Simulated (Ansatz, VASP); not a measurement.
# Mg in VASP and in Ansatz

File INCAR:

```
SYSTEM = Mg
PREC = Accurate
ENCUT = 520
EDIFF = 1E-6
ISMEAR = 0
SIGMA = 0.15
LREAL = .False.
LASPH = .True.
NELM = 100
ALGO = Normal
ISIF = 2
LWAVE = .False.
LCHARG = .True.
GGA = PS
LELF = .True.
LVHAR = .True.
NBANDS = 7
```

Contents of KPOINTS:

```
Automatic mesh
0
Gamma
  18 18 18
  0 0 0
```

POSCAR

```
Mg
1.0
   -1.7369500000      1.7369500000      1.6301500000
    1.7369500000     -1.7369500000      1.6301500000
    1.7369500000      1.7369500000     -1.6301500000
Mg
1
Direct
    0.0000000000      0.0000000000      0.0000000000
```

Input for Ansatz:

```yaml
crystal:
  lattice:
    - [-1.73695, 1.73695, 1.63015]
    - [1.73695, -1.73695, 1.63015]
    - [1.73695, 1.73695, -1.63015]
  atoms:
    - { symbol: Mg, position: [0.0, 0.0, 0.0] }
basis:
  ecutwfc: 520.0
kpoints:
  mp_grid: { grid: [18, 18, 18] }
hamiltonian:
  xc: pbesol
scf:
  occupations: { method: gaussian, width: 0.15 }
output:
  forces: true
  stress: true
  eigenvalues: true
```

Alike in both runs: task single point; functional PBEsol; k mesh 18 × 18 × 18; occupations gaussian, width 0.15 eV; no spin polarisation.

```csv
,VASP,Ansatz
version,VASP 6.6.1,Ansatz 0.2.0
potentials or method,"VASP PAW PBE potentials, release 64 (Mg), cutoff 520 eV","scalar-relativistic, plane waves, PAW"
valence electrons in the cell,2,10
```

```tsv
	VASP	Ansatz	Ansatz less VASP
gap on the k mesh at the Fermi level (eV)	none	none	-
pressure (GPa)	6.4	6.4	-0.02
traceless stress, the component that is largest in VASP (GPa)	0.50	0.49	-0.008
```

VASP's potentials were made for PBE, not for PBEsol. A gap of «none» marks a metal or a gap that the smearing closes. The functional is the same, so the differences come from potentials, cutoffs and numerics. VASP's potentials hold 2 valence electrons a cell and Ansatz's 10, so a difference there can come from the potentials and not from the codes.
